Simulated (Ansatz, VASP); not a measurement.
**One calculation of NbSnTe4, two programs**

```
Nb Sn Te
1.0
     3.71020    0.00000    0.00000
     0.00000    3.71020    0.00000
     0.00000    0.00000   14.23291
Nb Sn Te
1 1 4
Direct
  0.50000 0.50000 0.50000
  0.00000 0.00000 0.00000
  0.50000 0.50000 0.18097
  0.00000 0.00000 0.65245
  0.00000 0.00000 0.34755
  0.50000 0.50000 0.81903
```

Change from the starting cell: species swapped into the Ti4CuAg type (P4/mmm, No. 123).

Alike in both runs: task single point; functional PBE; k mesh 6 × 6 × 2; occupations gaussian, width 0.1 eV; no spin polarisation.

```csv
,VASP,Ansatz
version,VASP 6.6.1,Ansatz 0.2.0
potentials or method,"VASP PAW PBE potentials, release 64 (Nb_sv, Sn_d, Te), cutoff 520 eV","scalar-relativistic, plane waves, PAW"
valence electrons in the cell,51,91
```

|  | VASP | Ansatz | Ansatz less VASP |
| --- | --- | --- | --- |
| gap on the k mesh at the Fermi level (eV) | none | none | - |
| pressure (GPa) | -9.6 | -9.4 | +0.10 |
| traceless stress, the component that is largest in VASP (GPa) | -2.34 | -2.35 | -0.010 |
| rms of the force components (eV/Å) | 0.804 | 0.805 | +0.0010 |

Atom by atom the forces differ by 0.001 eV/Å (rms over components). A gap of «none» marks a metal or a gap that the smearing closes. VASP's potentials hold 51 valence electrons a cell and Ansatz's 91, so a difference there can come from the potentials and not from the codes.

Spin-orbit coupling is off throughout.
